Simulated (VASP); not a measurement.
# Au (Fm-3m) in VASP: a series of runs

Runs on Au. Level: PBE. Tasks: electric field gradients, density of states.

Program: VASP 6.6.1. These are calculated values, not measurements. Logs are shortened: lines on timing, memory, paths and dates and some standing lists are left out, and cuts for length are marked.

**1. The cell of the first run**

Symmetry: Fm-3m, No. 225, cubic system. Conventional cell: a = 4.171 Å, b = 4.171 Å, c = 4.171 Å, α = 90.00°, β = 90.00°, γ = 90.00°. Au (site symmetry m-3m) has 12 Au at 2.95 Å within 3.9 Å.

**2. Electric field gradients, PBE (volume scaled by 1.06)**

The input, INCAR:

```
SYSTEM = Au
ALGO = Normal
EDIFF = 1E-8
ENCUT = 520
GGA = PE
ISIF = 2
ISMEAR = -1
LASPH = .True.
LCHARG = .False.
LEFG = .True.
LREAL = .False.
LWAVE = .False.
NBANDS = 12
NELM = 80
PREC = Accurate
SIGMA = 0.08
```

The input, KPOINTS:

```
k-points
0
Gamma
  14 14 14
  0 0 0
```

The input, POSCAR:

```
Au
1.0
    0.0000000000      2.0856180283      2.0856180283
    2.0856180283      0.0000000000      2.0856180283
    2.0856180283      2.0856180283      0.0000000000
Au
1
Direct
    0.0000000000      0.0000000000      0.0000000000
```

Potentials or basis: VASP PAW PBE potentials, release 64 (Au).

On the command line:

```bash
cat potpaw_PBE.64/Au/POTCAR > POTCAR
mpirun -np 1 vasp_std > vasp.out
```

OUTCAR:

```text
SYSTEM = Au
   EDIFF = 1E-8
   ENCUT = 520
   GGA = PE
   ISIF = 2
   ISMEAR = -1
   LASPH = .True.
   LREAL = .False.
   NELM = 80
   PREC = Accurate

 ion  position               nearest neighbor table
   1  0.000  0.000  0.000-

  LATTYP: Found a face centered cubic cell.
 ALAT       =     4.1712360566

  Lattice vectors:

 A1 = (   0.0000000000,   2.0856180283,   2.0856180283)
 A2 = (   2.0856180283,   0.0000000000,   2.0856180283)
 A3 = (   2.0856180283,   2.0856180283,   0.0000000000)

Analysis of symmetry for initial positions (statically):
[... 33 lines left out ...]
                                     Primitive cell

  volume of cell :      18.1441

  direct lattice vectors                    reciprocal lattice vectors
     0.000000000  2.085618028  2.085618028    -0.239737091  0.239737091  0.239737091
     2.085618028  0.000000000  2.085618028     0.239737091 -0.239737091  0.239737091
     2.085618028  2.085618028  0.000000000     0.239737091  0.239737091 -0.239737091

  length of vectors
     2.949509302  2.949509302  2.949509302     0.415236823  0.415236823  0.415236823

  position of ions in fractional coordinates (direct lattice)
     0.000000000  0.000000000  0.000000000

  ion indices of the primitive-cell ions
   primitive index   ion index
                 1           1

----------------------------------------------------------------------------------------

 KPOINTS: k-points

Automatic generation of k-mesh.
 Grid dimensions read from file:
 generate k-points for:   14   14   14

 Generating k-lattice:

  Cartesian coordinates                     Fractional coordinates (reciprocal lattice)
    -0.017124078  0.017124078  0.017124078     0.071428571  0.000000000  0.000000000
     0.017124078 -0.017124078  0.017124078     0.000000000  0.071428571  0.000000000
     0.017124078  0.017124078 -0.017124078     0.000000000  0.000000000  0.071428571

  Length of vectors
     0.029659773  0.029659773  0.029659773

  Shift w.r.t. Gamma in fractional coordinates (k-lattice)
     0.000000000  0.000000000  0.000000000

 Subroutine IBZKPT returns following result:
 ===========================================

 Found    104 irreducible k-points:

 Following reciprocal coordinates:
            Coordinates               Weight
  0.000000  0.000000  0.000000      1.000000
  0.071429  0.000000  0.000000      8.000000
  0.142857  0.000000  0.000000      8.000000
  0.214286  0.000000  0.000000      8.000000
  0.285714  0.000000  0.000000      8.000000
  0.357143  0.000000  0.000000      8.000000
[... 16 lines left out ...]
  0.214286  0.142857  0.000000     24.000000
  0.285714  0.142857  0.000000     24.000000
 [... further k-points ...]
   k-points           NKPTS =    104   k-points in BZ     NKDIM =    104   number of bands    NBANDS=     12
   number of dos      NEDOS =    301   number of ions     NIONS =      1
   total plane-waves  NPLWV =  13824
   dimension x,y,z NGX =    24 NGY =   24 NGZ =   24
   dimension x,y,z NGXF=    48 NGYF=   48 NGZF=   48
   ions per type =               1
   NGX,Y,Z   is equivalent  to a cutoff of  13.53, 13.53, 13.53 a.u.
   NGXF,Y,Z  is equivalent  to a cutoff of  27.05, 27.05, 27.05 a.u.
 SYSTEM =  Au
   PREC   = accura    normal or accurate (medium, high low for compatibility)
   ISTART =      0    job   : 0-new  1-cont  2-samecut
   ICHARG =      2    charge: 1-file 2-atom 10-const
   ISPIN  =      1    spin polarized calculation?
   LNONCOLLINEAR =      F non collinear calculations
   LSORBIT =      F    spin-orbit coupling
   LASPH  =      T    aspherical Exc in radial PAW
   ENCUT  =  520.0 eV  38.22 Ry    6.18 a.u.   5.48  5.48  5.48*2*pi/ulx,y,z
   NELM   =     80;   NELMIN=  2; NELMDL= -5     # of ELM steps
   EDIFF  = 0.1E-07   stopping-criterion for ELM
   LREAL  =      F    real-space projection
   EDIFFG = 0.1E-06   stopping-criterion for IOM
   NSW    =      0    number of steps for IOM
   IBRION =     -1    ionic relax: 0-MD 1-quasi-New 2-CG
   NFREE  =      0    steps in history (QN), initial steepest desc. (CG)
   ISIF   =      2    stress and relaxation
   ISYM   =      2    0-nonsym 1-usesym 2-fastsym
   POTIM  = 0.5000    time-step for ionic-motion
   TEBEG  =    0.0;   TEEND  =   0.0 temperature during run
   PSTRESS=    0.0 pullay stress
   NELECT =      11.0000    total number of electrons
   NUPDOWN=      -1.0000    fix difference up-down
   EMIN   =  10.00;   EMAX   =-10.00  energy-range for DOS
   EFERMI =   0.00;   METHOD = LEGACY
   ISMEAR =    -1;   SIGMA  =   0.08  broadening in eV -4-tet -1-fermi 0-gaus
   EFERMI_NEDOS =   21; number of points for ismear=-14 and -15
   IALGO  =     38    algorithm
   IMIX   =      4    mixing-type and parameters
     AMIX     =   0.40;   BMIX     =  1.00
     AMIX_MAG =   1.60;   BMIX_MAG =  1.00
  volume/ion in A,a.u.               =      18.14       122.44
  Fermi-wavevector in a.u.,A,eV,Ry     =   1.385567  2.618343 26.120420  1.919797
  Thomas-Fermi vector in A             =   2.509965
   LORBIT       =      0    0 simple, 1 ext, 2 COOP (PROOUT), +10 PAW based schemes
   GGA     = PE    functional components
   LHFCALC =     F    Hartree Fock is set to
   AEXX    =    0.0000 exact exchange contribution
   IVDW    =     0    specifies the selected vdW correction
   LEPSILON=     F    determine dielectric tensor
   LRPA    =     F    only Hartree local field effects (RPA)
 non-spin polarized calculation
  energy-cutoff  :      520.00
  volume of cell :       18.14
 maximum number of plane-waves:       531
 NGX is ok and might be reduce to    24
   NGX = 11   NGY = 11   NGZ = 11

 number of electron      11.0000001 magnetization

 Free energy of the ion-electron system (eV)
  ---------------------------------------------------
  ext. energy  EPLUGINS =         0.00000000
  ---------------------------------------------------
  free energy    TOTEN  =        -3.22046741 eV

  energy without entropy =       -3.21310074  energy(sigma->0) =       -3.21678408

 E-fermi :   8.4057     XC(G=0): -12.3446

 val. band max:        8.3254474287   @ k =   0.5000   0.0714   0.0000
 cond. band min:       8.4404311203   @ k =   0.5000   0.3571   0.1429
 fundamental gap:      0.1149836916
 Fermi energy:         8.4057213117

 k-point     1 :       0.0000    0.0000    0.0000
  band No.  band energies     occupation
      1      -0.7474      2.00000
      2       4.0921      2.00000
      3       4.0921      2.00000
      4       4.0921      2.00000
      5       5.4473      2.00000
      6       5.4473      2.00000
      7      23.0525      0.00000
      8      26.6911      0.00000
      9      26.6911      0.00000
     10      26.6911      0.00000
     11      31.4010      0.00000
     12      35.3871      0.00000

 k-point     2 :       0.0714    0.0000    0.0000
  band No.  band energies     occupation
      1      -0.5794      2.00000
      2       4.0420      2.00000
      3       4.1470      2.00000
      4       4.1470      2.00000
      5       5.4241      2.00000
      6       5.4241      2.00000
      7      23.2247      0.00000
      8      25.5872      0.00000
      9      26.8684      0.00000
     10      26.8684      0.00000
     11      32.0792      0.00000
     12      33.9169      0.00000

 k-point     3 :       0.1429    0.0000    0.0000
  band No.  band energies     occupation
      1      -0.0983      2.00000
      2       3.9324      2.00000
      3       4.2741      2.00000
      4       4.2741      2.00000
      5       5.3956      2.00000
      6       5.3956      2.00000
      7      23.0066      0.00000
      8      24.0406      0.00000
      9      27.3280      0.00000
     10      27.3280      0.00000
     11      30.7065      0.00000
     12      32.8058      0.00000
[... 286 lines left out ...]
 k-point    23 :       0.2143    0.1429    0.0000
  band No.  band energies     occupation
      1       0.6679      2.00000
      2       3.5220      2.00000
      3       4.5606      2.00000
      4       4.6489      2.00000
      5       5.0325      2.00000
      6       5.7387      2.00000
      7      22.7732      0.00000
      8      24.4437      0.00000
      9      24.8681      0.00000
     10      26.2457      0.00000
     11      28.6891      0.00000
     12      32.5293      0.00000

 k-point    24 :       0.2857    0.1429    0.0000
  band No.  band energies     occupation
      1       1.3663      2.00000
      2       3.4537      2.00000
      3       4.3569      2.00000
      4       4.7162      2.00000
      5       5.5059      2.00000
      6       5.9571      2.00000
      7      20.0327      0.00000
      8      24.2673      0.00000
      9      24.3630      0.00000
     10      26.2364      0.00000
     11      28.7692      0.00000
     12      32.4350      0.00000

 [... further k-points ...]
[... 5 lines left out ...]
  --------------------------------------------------------------------------------------
  -------------------------------------------------------------------------------------
  Total       -0.1758882     -0.1758882     -0.1758882      0.0000000      0.0000000     -0.0000000
  in kB      -15.5314873    -15.5314873    -15.5314873      0.0000000      0.0000000     -0.0000000
  external PRESSURE =     -15.5314873 kB  Pullay stress =       0.0000000 kB

 VOLUME and BASIS-vectors are now :
 -----------------------------------------------------------------------------
  energy-cutoff  :      520.00
  volume of cell :       18.14
      direct lattice vectors                 reciprocal lattice vectors
     0.000000000  2.085618028  2.085618028    -0.239737091  0.239737091  0.239737091
     2.085618028  0.000000000  2.085618028     0.239737091 -0.239737091  0.239737091
     2.085618028  2.085618028  0.000000000     0.239737091  0.239737091 -0.239737091

 POSITION                                       TOTAL-FORCE (eV/Angst)
 -----------------------------------------------------------------------------------
      0.00000      0.00000      0.00000        -0.000000     -0.000000     -0.000000
 -----------------------------------------------------------------------------------
    total drift:                                0.000000      0.000000     -0.000000

  FREE ENERGIE OF THE ION-ELECTRON SYSTEM (eV)
  ---------------------------------------------------
  free  energy   TOTEN  =        -3.2204674139 eV

  energy  without entropy=       -3.2131007441  energy(sigma->0) =       -3.21678408

 Electric field gradients (V/A^2)
---------------------------------------------------------------------
 ion       V_xx      V_yy      V_zz      V_xy      V_xz      V_yz
---------------------------------------------------------------------
   1      -0.000    -0.000     0.000    -0.000    -0.000    -0.000
---------------------------------------------------------------------

 Electric field gradients after diagonalization (V/A^2)
 (convention: |V_zz| > |V_xx| > |V_yy|)
----------------------------------------------------------------------
 ion       V_xx      V_yy      V_zz     asymmetry (V_yy - V_xx)/ V_zz
----------------------------------------------------------------------
   1       0.000     0.000    -0.001       0.000
----------------------------------------------------------------------

           NMR quadrupolar parameters

 Cq : quadrupolar parameter    Cq=e*Q*V_zz/h
 eta: asymmetry parameters     (V_yy - V_xx)/ V_zz
 Q  : nuclear electric quadrupole moment in mb (millibarn)
----------------------------------------------------------------------
 ion       Cq(MHz)       eta       Q (mb)
----------------------------------------------------------------------
   1      -0.000       0.000       1.000
----------------------------------------------------------------------
```

Run time: 28 s. Hardware: 1 thread of Intel Xeon 8259CL, shared host; peak memory 0.16 GiB.

What came out:

```
Free energy : -3.2205 eV
Pressure    : -1.6 GPa
```

Caveat: the cell differs from its parent crystal (volume scaled by 1.06); without QUAD_EFG the Cq values of the log hold for a quadrupole moment of 1 mb, not for the nuclei; spin-orbit coupling is left out, which moves the levels of the heavy elements.

**3. Electric field gradients, PBE (volume scaled by 1.06)**

The input, INCAR:

```
PREC = Accurate
ENCUT = 520
EDIFF = 1E-8
ISMEAR = -1
SIGMA = 0.08
LREAL = False
LASPH = True
NELM = 80
ALGO = Normal
ISIF = 2
LWAVE = False
LCHARG = False
GGA = PE
LEFG = True
NBANDS = 12
```

The input, KPOINTS:

```
regular mesh
0
Gamma
  14 14 14
```

POSCAR is that of step 2.

Potentials or basis: VASP PAW PBE potentials, release 64 (Au).

On the command line:

```bash
cat potpaw_PBE.64/Au/POTCAR > POTCAR
mpirun -np 1 vasp_std > vasp.out
```

OUTCAR:

```text
PREC = Accurate
   ENCUT = 520
   EDIFF = 1E-8
   ISMEAR = -1
   LREAL = False
   LASPH = True
   NELM = 80
   ISIF = 2
   GGA = PE

 ion  position               nearest neighbor table
   1  0.000  0.000  0.000-

  LATTYP: Found a face centered cubic cell.
 ALAT       =     4.1712360566

  Lattice vectors:

 A1 = (   0.0000000000,   2.0856180283,   2.0856180283)
 A2 = (   2.0856180283,   0.0000000000,   2.0856180283)
 A3 = (   2.0856180283,   2.0856180283,   0.0000000000)

Analysis of symmetry for initial positions (statically):
[... 33 lines left out ...]
                                     Primitive cell

  volume of cell :      18.1441

  direct lattice vectors                    reciprocal lattice vectors
     0.000000000  2.085618028  2.085618028    -0.239737091  0.239737091  0.239737091
     2.085618028  0.000000000  2.085618028     0.239737091 -0.239737091  0.239737091
     2.085618028  2.085618028  0.000000000     0.239737091  0.239737091 -0.239737091

  length of vectors
     2.949509302  2.949509302  2.949509302     0.415236823  0.415236823  0.415236823

  position of ions in fractional coordinates (direct lattice)
     0.000000000  0.000000000  0.000000000

  ion indices of the primitive-cell ions
   primitive index   ion index
                 1           1

----------------------------------------------------------------------------------------

 KPOINTS: regular mesh

Automatic generation of k-mesh.
 Grid dimensions read from file:
 generate k-points for:   14   14   14

 Generating k-lattice:

  Cartesian coordinates                     Fractional coordinates (reciprocal lattice)
[... 116 lines left out ...]
  band No.  band energies     occupation
      1      -0.7474      2.00000
      2       4.0921      2.00000
      3       4.0921      2.00000
      4       4.0921      2.00000
      5       5.4473      2.00000
      6       5.4473      2.00000
      7      23.0525      0.00000
      8      26.6911      0.00000
      9      26.6911      0.00000
     10      26.6911      0.00000
     11      31.4010      0.00000
     12      35.3871      0.00000
[... 331 lines left out ...]
 k-point    24 :       0.2857    0.1429    0.0000
  band No.  band energies     occupation
      1       1.3663      2.00000
      2       3.4537      2.00000
      3       4.3569      2.00000
      4       4.7162      2.00000
      5       5.5059      2.00000
      6       5.9571      2.00000
      7      20.0327      0.00000
      8      24.2673      0.00000
      9      24.3630      0.00000
     10      26.2364      0.00000
     11      28.7692      0.00000
     12      32.4350      0.00000

 [... further k-points ...]
[... 5 lines left out ...]
  --------------------------------------------------------------------------------------
  -------------------------------------------------------------------------------------
  Total       -0.1758882     -0.1758882     -0.1758882      0.0000000      0.0000000     -0.0000000
  in kB      -15.5314873    -15.5314873    -15.5314873      0.0000000      0.0000000     -0.0000000
  external PRESSURE =     -15.5314873 kB  Pullay stress =       0.0000000 kB

 VOLUME and BASIS-vectors are now :
 -----------------------------------------------------------------------------
  energy-cutoff  :      520.00
  volume of cell :       18.14
      direct lattice vectors                 reciprocal lattice vectors
     0.000000000  2.085618028  2.085618028    -0.239737091  0.239737091  0.239737091
     2.085618028  0.000000000  2.085618028     0.239737091 -0.239737091  0.239737091
     2.085618028  2.085618028  0.000000000     0.239737091  0.239737091 -0.239737091

 POSITION                                       TOTAL-FORCE (eV/Angst)
 -----------------------------------------------------------------------------------
      0.00000      0.00000      0.00000        -0.000000     -0.000000     -0.000000
 -----------------------------------------------------------------------------------
    total drift:                                0.000000      0.000000     -0.000000

  FREE ENERGIE OF THE ION-ELECTRON SYSTEM (eV)
  ---------------------------------------------------
  free  energy   TOTEN  =        -3.2204674139 eV

  energy  without entropy=       -3.2131007441  energy(sigma->0) =       -3.21678408

 Electric field gradients (V/A^2)
---------------------------------------------------------------------
 ion       V_xx      V_yy      V_zz      V_xy      V_xz      V_yz
---------------------------------------------------------------------
   1      -0.000    -0.000     0.000    -0.000    -0.000    -0.000
---------------------------------------------------------------------

 Electric field gradients after diagonalization (V/A^2)
 (convention: |V_zz| > |V_xx| > |V_yy|)
----------------------------------------------------------------------
 ion       V_xx      V_yy      V_zz     asymmetry (V_yy - V_xx)/ V_zz
----------------------------------------------------------------------
   1       0.000     0.000    -0.001       0.000
----------------------------------------------------------------------

           NMR quadrupolar parameters

 Cq : quadrupolar parameter    Cq=e*Q*V_zz/h
 eta: asymmetry parameters     (V_yy - V_xx)/ V_zz
 Q  : nuclear electric quadrupole moment in mb (millibarn)
----------------------------------------------------------------------
 ion       Cq(MHz)       eta       Q (mb)
----------------------------------------------------------------------
   1      -0.000       0.000       1.000
----------------------------------------------------------------------
```

It took 26 s on 1 thread of Intel Xeon 8259CL, shared host; peak memory 0.16 GiB.

Results:

```
Free energy : -3.2205 eV
Pressure    : -1.6 GPa
```

Caveat: the cell differs from its parent crystal (volume scaled by 1.06); without QUAD_EFG the Cq values of the log hold for a quadrupole moment of 1 mb, not for the nuclei; spin-orbit coupling is left out, which moves the levels of the heavy elements.

**4. Density of states, PBE**

This run uses another cell than the first one, of 17.12 Å³/atom, 0.943 times its volume.

The input, POSCAR:

```
Au
1.0
    0.0000000000      2.0455000000      2.0455000000
    2.0455000000      0.0000000000      2.0455000000
    2.0455000000      2.0455000000      0.0000000000
Au
1
Direct
    0.0000000000      0.0000000000      0.0000000000
```

The input, INCAR.step1:

```
PREC = Accurate ; ENCUT = 520
EDIFF = 1E-6 ; ISMEAR = -1
SIGMA = 0.08 ; LREAL = False
LASPH = True ; NELM = 100
ALGO = Normal ; ISIF = 2
LWAVE = False ; LCHARG = True
LMAXMIX = 4 ; GGA = PE
NBANDS = 12
```

The input, KPOINTS.step1:

```
regular mesh
0
Gamma
  14 14 14
```

The input, INCAR.step2:

```
PREC = Accurate ; ENCUT = 520
EDIFF = 1E-6 ; ISMEAR = -5
SIGMA = 0.08 ; LREAL = False
LASPH = True ; NELM = 100
ALGO = Normal ; ISIF = 2
LWAVE = False ; LCHARG = False
LMAXMIX = 4 ; GGA = PE
LORBIT = 11 ; NBANDS = 12
NEDOS = 2001 ; ICHARG = 11
```

The input, KPOINTS.step2:

```
regular mesh
0
Gamma
  21 21 21
```

On the command line:

```bash
cat potpaw_PBE.64/Au/POTCAR > POTCAR
cp INCAR.step1 INCAR
cp KPOINTS.step1 KPOINTS
mpirun -np 1 vasp_std > vasp.out
cp INCAR.step2 INCAR
cp KPOINTS.step2 KPOINTS
mpirun -np 1 vasp_std > vasp.out
```

It took 61 s on 1 thread of Intel Xeon 8259CL, shared host; peak memory 0.18 GiB.

Results (log left out):

```
Valence electrons inside the program's atomic spheres : Au 9.65
```

Levels at points of the mesh, in eV from the Fermi level:
```tsv
k point	band 4	band 5	band 6	band 7	band 8	band 9
(0.00, 0.00, 0.00)	-4.71	-3.21	-3.21	14.49	18.46	18.46
```

Caveat: spin-orbit coupling is left out, which moves the levels of the heavy elements; tetrahedron occupations give inexact forces and stress in metals.
